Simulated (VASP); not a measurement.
# Sn (P6/mmm) in VASP: a series of runs

Runs on Sn. Level: PBE. Tasks: single point.

Everything below comes from runs of VASP 6.6.1. Logs are shortened: lines on timing, memory, paths and dates and some standing lists are left out, and cuts for length are marked.

## (1) The cell of the first run

It takes space group P6/mmm (No. 191, hexagonal). Conventional cell: a = 5.065 Å, b = 5.065 Å, c = 3.054 Å, α = 90.00°, β = 90.00°, γ = 120.00°. Within 4.0 Å of Sn (site symmetry 6/mmm) lie 14 Sn at 3.05 to 3.30 Å. Within 3.9 Å of Sn (site symmetry -6m2) lie 11 Sn at 2.92 to 3.30 Å.

This isn't the form of Sn at room conditions, which is tetragonal (white tin).

## (2) Single point, PBE

Contents of INCAR:

```
PREC     = Accurate       # precision mode
ENCUT    = 520            # plane-wave cutoff, eV
EDIFF    = 1E-7           # SCF threshold, eV
ISMEAR   = -1             # smearing method
SIGMA    = 0.1            # smearing width, eV
LREAL    = False          # projectors in reciprocal space
LASPH    = True           # aspherical terms in the spheres
NELM     = 60             # most SCF steps
ALGO     = Normal         # electronic algorithm
ISIF     = 2              # what is computed and relaxed
LWAVE    = False          # write WAVECAR
LCHARG   = True           # write CHGCAR
GGA      = PE             # functional
LELF     = True           # ELF
LVHAR    = True         
NBANDS   = 28             # bands
```

Contents of KPOINTS:

```
regular mesh
0
Gamma
  7 7 10
```

Contents of POSCAR:

```
Sn
1.0
    5.0651330258      0.0000000000      0.0000000000
   -2.5325665129      4.3865338738      0.0000000000
    0.0000000000      0.0000000000      3.0541577442
Sn
3
Direct
    0.0000000000      0.0000000000      0.0000000000
    0.3333333333      0.6666666667      0.5000000000
    0.6666666667      0.3333333333      0.5000000000
```

Potentials or basis: VASP PAW PBE potentials, release 64 (Sn_d).

Launch:

```console
cat potpaw_PBE.64/Sn_d/POTCAR > POTCAR
mpirun -np 1 vasp_std > vasp.out
```

OUTCAR:

```text
PREC = Accurate
   ENCUT = 520
   EDIFF = 1E-7
   ISMEAR = -1
   LREAL = False
   LASPH = True
   NELM = 60
   ISIF = 2
   GGA = PE

 ion  position               nearest neighbor table
   1  0.000  0.000  0.000-   2 3.30   3 3.30   2 3.30   3 3.30   2 3.30   2 3.30   3 3.30   3 3.30
                             3 3.30   3 3.30   2 3.30   2 3.30
   2  0.333  0.667  0.500-   3 2.92   3 2.92   3 2.92   1 3.30   1 3.30   1 3.30   1 3.30   1 3.30
                             1 3.30
   3  0.667  0.333  0.500-   2 2.92   2 2.92   2 2.92   1 3.30   1 3.30   1 3.30   1 3.30   1 3.30
                             1 3.30

  LATTYP: Found a hexagonal cell.
 ALAT       =     5.0651330258
 C/A-ratio  =     0.6029768080

  Lattice vectors:

 A1 = (   5.0651330258,   0.0000000000,   0.0000000000)
 A2 = (  -2.5325665129,   4.3865338738,   0.0000000000)
 A3 = (   0.0000000000,   0.0000000000,   3.0541577442)

Analysis of symmetry for initial positions (statically):
=====================================================================
 Subroutine PRICEL returns:
 Original cell was already a primitive cell.

 Routine SETGRP: Setting up the symmetry group for a
 hexagonal supercell.

 Subroutine GETGRP returns: Found 24 space group operations
 (whereof 24 operations were pure point group operations)
 out of a pool of 24 trial point group operations.

The static configuration has the point symmetry D_6h.

Analysis of symmetry for dynamics (positions and initial velocities):
=====================================================================
 Subroutine PRICEL returns:
 Original cell was already a primitive cell.

 Routine SETGRP: Setting up the symmetry group for a
 hexagonal supercell.

 Subroutine GETGRP returns: Found 24 space group operations
 (whereof 24 operations were pure point group operations)
 out of a pool of 24 trial point group operations.

The dynamic configuration has the point symmetry D_6h.

 Subroutine INISYM returns: Found 24 space group operations
 (whereof 24 operations are pure point group operations),
 and found     1 'primitive' translations

----------------------------------------------------------------------------------------

                                     Primitive cell

  volume of cell :      67.8584

  direct lattice vectors                    reciprocal lattice vectors
     5.065133026  0.000000000  0.000000000     0.197428181  0.113985213  0.000000000
    -2.532566513  4.386533874  0.000000000     0.000000000  0.227970427  0.000000000
     0.000000000  0.000000000  3.054157744     0.000000000  0.000000000  0.327422512

  length of vectors
     5.065133026  5.065133026  3.054157744     0.227970427  0.227970427  0.327422512

  position of ions in fractional coordinates (direct lattice)
     0.000000000  0.000000000  0.000000000
     0.333333333  0.666666667  0.500000000
     0.666666667  0.333333333  0.500000000

  ion indices of the primitive-cell ions
   primitive index   ion index
                 1           1
                 2           2
                 3           3

----------------------------------------------------------------------------------------

 KPOINTS: regular mesh

Automatic generation of k-mesh.
 Grid dimensions read from file:
 generate k-points for:    7    7   10

 Generating k-lattice:

  Cartesian coordinates                     Fractional coordinates (reciprocal lattice)
     0.028204026  0.016283602  0.000000000     0.142857143 -0.000000000  0.000000000
     0.000000000  0.032567204  0.000000000     0.000000000  0.142857143  0.000000000
     0.000000000  0.000000000  0.032742251     0.000000000  0.000000000  0.100000000

  Length of vectors
     0.032567204  0.032567204  0.032742251

  Shift w.r.t. Gamma in fractional coordinates (k-lattice)
     0.000000000  0.000000000  0.000000000

 Subroutine IBZKPT returns following result:
 ===========================================

 Found     48 irreducible k-points:

 Following reciprocal coordinates:
            Coordinates               Weight
  0.000000  0.000000  0.000000      1.000000
  0.142857  0.000000  0.000000      6.000000
  0.285714  0.000000  0.000000      6.000000
  0.428571  0.000000  0.000000      6.000000
  0.142857  0.142857  0.000000      6.000000
  0.285714  0.142857  0.000000     12.000000
[... 16 lines left out ...]
  0.428571  0.142857  0.200000     12.000000
  0.285714  0.285714  0.200000     12.000000
 [... further k-points ...]
   k-points           NKPTS =     48   k-points in BZ     NKDIM =     48   number of bands    NBANDS=     28
   number of dos      NEDOS =    301   number of ions     NIONS =      3
   total plane-waves  NPLWV =  38400
   dimension x,y,z NGX =    40 NGY =   40 NGZ =   24
   dimension x,y,z NGXF=    80 NGYF=   80 NGZF=   48
   ions per type =               3
   NGX,Y,Z   is equivalent  to a cutoff of  13.13, 13.13, 13.06 a.u.
   NGXF,Y,Z  is equivalent  to a cutoff of  26.26, 26.26, 26.13 a.u.
 SYSTEM =  unknown system
   PREC   = accura    normal or accurate (medium, high low for compatibility)
   ISTART =      0    job   : 0-new  1-cont  2-samecut
   ICHARG =      2    charge: 1-file 2-atom 10-const
   ISPIN  =      1    spin polarized calculation?
   LNONCOLLINEAR =      F non collinear calculations
   LSORBIT =      F    spin-orbit coupling
   LASPH  =      T    aspherical Exc in radial PAW
   ENCUT  =  520.0 eV  38.22 Ry    6.18 a.u.   9.42  9.42  5.68*2*pi/ulx,y,z
   NELM   =     60;   NELMIN=  2; NELMDL= -5     # of ELM steps
   EDIFF  = 0.1E-06   stopping-criterion for ELM
   LREAL  =      F    real-space projection
   EDIFFG = 0.1E-05   stopping-criterion for IOM
   NSW    =      0    number of steps for IOM
   IBRION =     -1    ionic relax: 0-MD 1-quasi-New 2-CG
   NFREE  =      0    steps in history (QN), initial steepest desc. (CG)
   ISIF   =      2    stress and relaxation
   ISYM   =      2    0-nonsym 1-usesym 2-fastsym
   POTIM  = 0.5000    time-step for ionic-motion
   TEBEG  =    0.0;   TEEND  =   0.0 temperature during run
   PSTRESS=    0.0 pullay stress
   NELECT =      42.0000    total number of electrons
   NUPDOWN=      -1.0000    fix difference up-down
   EMIN   =  10.00;   EMAX   =-10.00  energy-range for DOS
   EFERMI =   0.00;   METHOD = LEGACY
   ISMEAR =    -1;   SIGMA  =   0.10  broadening in eV -4-tet -1-fermi 0-gaus
   EFERMI_NEDOS =   21; number of points for ismear=-14 and -15
   IALGO  =     38    algorithm
   IMIX   =      4    mixing-type and parameters
     AMIX     =   0.40;   BMIX     =  1.00
     AMIX_MAG =   1.60;   BMIX_MAG =  1.00
  volume/ion in A,a.u.               =      22.62       152.64
  Fermi-wavevector in a.u.,A,eV,Ry     =   1.395158  2.636466 26.483267  1.946465
  Thomas-Fermi vector in A             =   2.518637
   LORBIT       =      0    0 simple, 1 ext, 2 COOP (PROOUT), +10 PAW based schemes
   GGA     = PE    functional components
   LHFCALC =     F    Hartree Fock is set to
   AEXX    =    0.0000 exact exchange contribution
   IVDW    =     0    specifies the selected vdW correction
   LEPSILON=     F    determine dielectric tensor
   LRPA    =     F    only Hartree local field effects (RPA)
 non-spin polarized calculation
  energy-cutoff  :      520.00
  volume of cell :       67.86
 maximum number of plane-waves:      1846
 NGX is ok and might be reduce to    40
   NGX = 19   NGY = 19   NGZ = 11

 number of electron      42.0000010 magnetization

 Free energy of the ion-electron system (eV)
  ---------------------------------------------------
  ext. energy  EPLUGINS =         0.00000000
  ---------------------------------------------------
  free energy    TOTEN  =       -10.69265397 eV

  energy without entropy =      -10.64557471  energy(sigma->0) =      -10.66911434

 E-fermi :  10.6181     XC(G=0): -11.2512

 val. band max:       10.5768799012   @ k =   0.2857   0.0000   0.2000
 cond. band min:      10.6461735116   @ k =   0.2857   0.0000   0.1000
 fundamental gap:      0.0692936104
 Fermi energy:        10.6180672398

 k-point     1 :       0.0000    0.0000    0.0000
  band No.  band energies     occupation
      1     -11.3630      2.00000
      2     -11.2606      2.00000
      3     -11.1727      2.00000
      4     -11.1727      2.00000
      5     -11.1202      2.00000
      6     -11.1202      2.00000
[... 20 lines left out ...]
     27      20.6072      0.00000
     28      20.6979      0.00000

 k-point     2 :       0.1429    0.0000    0.0000
  band No.  band energies     occupation
      1     -11.3562      2.00000
      2     -11.2643      2.00000
      3     -11.1764      2.00000
      4     -11.1753      2.00000
      5     -11.1679      2.00000
      6     -11.1519      2.00000
[... 20 lines left out ...]
     27      19.9570      0.00000
     28      20.2152      0.00000

 k-point     3 :       0.2857    0.0000    0.0000
  band No.  band energies     occupation
      1     -11.3388      2.00000
      2     -11.2773      2.00000
      3     -11.2336      2.00000
      4     -11.1994      2.00000
      5     -11.1801      2.00000
      6     -11.1692      2.00000
[... 20 lines left out ...]
     27      18.5180      0.00000
     28      19.5723      0.00000

 k-point     4 :       0.4286    0.0000    0.0000
  band No.  band energies     occupation
      1     -11.3196      2.00000
      2     -11.2969      2.00000
      3     -11.2663      2.00000
      4     -11.2237      2.00000
      5     -11.1866      2.00000
      6     -11.1707      2.00000
[... 20 lines left out ...]
     27      18.8849      0.00000
     28      19.1973      0.00000

 k-point     5 :       0.1429    0.1429    0.0000
  band No.  band energies     occupation
      1     -11.3442      2.00000
      2     -11.2722      2.00000
      3     -11.2154      2.00000
      4     -11.1976      2.00000
      5     -11.1776      2.00000
      6     -11.1695      2.00000
[... 20 lines left out ...]
     27      19.2443      0.00000
     28      19.3219      0.00000

 k-point     6 :       0.2857    0.1429    0.0000
  band No.  band energies     occupation
      1     -11.3256      2.00000
      2     -11.2874      2.00000
      3     -11.2575      2.00000
      4     -11.2314      2.00000
      5     -11.1841      2.00000
      6     -11.1717      2.00000
[... 463 lines left out ...]
      5     -11.1624      2.00000
      6     -11.1564      2.00000
[... 20 lines left out ...]
     27      17.6579      0.00000
     28      18.9152      0.00000

 k-point    22 :       0.2857    0.1429    0.2000
  band No.  band energies     occupation
      1     -11.2648      2.00000
      2     -11.2336      2.00000
      3     -11.2124      2.00000
      4     -11.1993      2.00000
      5     -11.1641      2.00000
      6     -11.1436      2.00000
[... 20 lines left out ...]
     27      17.0560      0.00000
     28      18.5955      0.00000

 k-point    23 :       0.4286    0.1429    0.2000
  band No.  band energies     occupation
      1     -11.2689      2.00000
      2     -11.2402      2.00000
      3     -11.2106      2.00000
      4     -11.2046      2.00000
      5     -11.1657      2.00000
      6     -11.1451      2.00000
[... 20 lines left out ...]
     27      16.4073      0.00000
     28      18.1429      0.00000

 k-point    24 :       0.2857    0.2857    0.2000
  band No.  band energies     occupation
      1     -11.2701      2.00000
      2     -11.2309      2.00000
      3     -11.2218      2.00000
      4     -11.2058      2.00000
      5     -11.1494      2.00000
      6     -11.1471      2.00000
[... 20 lines left out ...]
     27      17.2094      0.00000
     28      19.6823      0.00000

 [... further k-points ...]
[... 5 lines left out ...]
  --------------------------------------------------------------------------------------
  -------------------------------------------------------------------------------------
  Total        6.7455341      6.7455341      6.7436777      0.0000000      0.0000000     -0.0000000
  in kB      159.2660165    159.2660165    159.2221865      0.0000000      0.0000000     -0.0000000
  external PRESSURE =     159.2514065 kB  Pullay stress =       0.0000000 kB

 VOLUME and BASIS-vectors are now :
 -----------------------------------------------------------------------------
  energy-cutoff  :      520.00
  volume of cell :       67.86
      direct lattice vectors                 reciprocal lattice vectors
     5.065133026  0.000000000  0.000000000     0.197428181  0.113985213  0.000000000
    -2.532566513  4.386533874  0.000000000     0.000000000  0.227970427  0.000000000
     0.000000000  0.000000000  3.054157744     0.000000000  0.000000000  0.327422512

 POSITION                                       TOTAL-FORCE (eV/Angst)
 -----------------------------------------------------------------------------------
      0.00000      0.00000      0.00000        -0.000000      0.000000      0.000000
     -0.00000      2.92436      1.52708         0.000000      0.000000      0.000000
      2.53257      1.46218      1.52708        -0.000000      0.000000      0.000000
 -----------------------------------------------------------------------------------
    total drift:                               -0.000000      0.000000      0.000000

  FREE ENERGIE OF THE ION-ELECTRON SYSTEM (eV)
  ---------------------------------------------------
  free  energy   TOTEN  =       -10.6926539674 eV

  energy  without entropy=      -10.6455747084  energy(sigma->0) =      -10.66911434
```

Run time: 2 min. Hardware: 1 thread of Intel Xeon 8259CL, shared host; peak memory 0.22 GiB.

What came out:

* Free energy: -10.6927 eV
* Pressure: 15.9 GPa
* Band gap on the k mesh: zero (bands 21 and 22 overlap by 5.30 eV)

Caveat: the cell stands under pressure; spin-orbit coupling is left out, which moves the levels of the heavy elements.

## (3) Single point, PBE

Contents of INCAR:

```
PREC = Accurate
ENCUT = 520
EDIFF = 1E-7
ISMEAR = -1
SIGMA = 0.1
LREAL = False
LASPH = True
NELM = 60
ALGO = Normal
ISIF = 2
LWAVE = False
LCHARG = True
GGA = PE
LELF = True
LVHAR = True
NBANDS = 28
```

KPOINTS is that of step 2.

Contents of POSCAR:

```
Sn
1.0
    5.0648708893      0.0000000000      0.0000000000
   -2.5324354447      4.3863068570      0.0000000000
    0.0000000000      0.0000000000      3.0536995458
Sn
3
Direct
    0.0000000000      0.0000000000      0.0000000000
    0.3333333333      0.6666666667      0.5000000000
    0.6666666667      0.3333333333      0.5000000000
```

Potentials or basis: VASP PAW PBE potentials, release 64 (Sn_d).

Launch:

```console
cat potpaw_PBE.64/Sn_d/POTCAR > POTCAR
mpirun -np 1 vasp_std > vasp.out
```

OUTCAR:

```text
PREC = Accurate
   ENCUT = 520
   EDIFF = 1E-7
   ISMEAR = -1
   LREAL = False
   LASPH = True
   NELM = 60
   ISIF = 2
   GGA = PE

 ion  position               nearest neighbor table
   1  0.000  0.000  0.000-   2 3.30   3 3.30   2 3.30   3 3.30   3 3.30   3 3.30   2 3.30   2 3.30
                             3 3.30   3 3.30   2 3.30   2 3.30
   2  0.333  0.667  0.500-   3 2.92   3 2.92   3 2.92   1 3.30   1 3.30   1 3.30   1 3.30   1 3.30
                             1 3.30
   3  0.667  0.333  0.500-   2 2.92   2 2.92   2 2.92   1 3.30   1 3.30   1 3.30   1 3.30   1 3.30
                             1 3.30

[... 936 lines left out ...]

 [... further k-points ...]
[... 5 lines left out ...]
  --------------------------------------------------------------------------------------
  -------------------------------------------------------------------------------------
  Total        6.7547791      6.7547791      6.7573294     -0.0000000     -0.0000000      0.0000000
  in kB      159.5247385    159.5247385    159.5849677     -0.0000000     -0.0000000      0.0000000
  external PRESSURE =     159.5448149 kB  Pullay stress =       0.0000000 kB

 VOLUME and BASIS-vectors are now :
 -----------------------------------------------------------------------------
  energy-cutoff  :      520.00
  volume of cell :       67.84
      direct lattice vectors                 reciprocal lattice vectors
     5.064870889  0.000000000  0.000000000     0.197438399  0.113991113  0.000000000
    -2.532435445  4.386306857  0.000000000     0.000000000  0.227982226  0.000000000
     0.000000000  0.000000000  3.053699546     0.000000000  0.000000000  0.327471641

 POSITION                                       TOTAL-FORCE (eV/Angst)
 -----------------------------------------------------------------------------------
      0.00000      0.00000      0.00000        -0.000000      0.000000      0.000000
     -0.00000      2.92420      1.52685         0.000000      0.000000     -0.000000
      2.53244      1.46210      1.52685        -0.000000     -0.000000      0.000000
 -----------------------------------------------------------------------------------
    total drift:                               -0.000000      0.000000      0.000000

  FREE ENERGIE OF THE ION-ELECTRON SYSTEM (eV)
  ---------------------------------------------------
  free  energy   TOTEN  =       -10.6909372627 eV

  energy  without entropy=      -10.6438692569  energy(sigma->0) =      -10.66740326
```

Wall time 97 s (1 thread of Intel Xeon 8259CL, shared host); peak memory 0.22 GiB.

Results:

```yaml
Free_energy: -10.6909 eV
Pressure: 16.0 GPa
Band_gap_on_the_k_mesh: zero (bands 21 and 22 overlap by 5.30 eV)
```

Levels at points of the mesh, in eV from the Fermi level:
| k point | band 18 | band 19 | band 20 | band 21 | band 22 | band 23 | band 24 | band 25 |
| --- | --- | --- | --- | --- | --- | --- | --- | --- |
| (0.00, 0.00, 0.00) | -5.31 | -3.34 | -3.34 | -3.23 | -3.23 | 3.46 | 7.27 | 9.70 |
| (0.00, 0.00, 0.50) | -1.45 | -1.14 | -1.02 | -0.85 | -0.85 | -0.71 | 0.59 | 0.59 |

Caveat: the cell stands under pressure; spin-orbit coupling is left out, which moves the levels of the heavy elements.
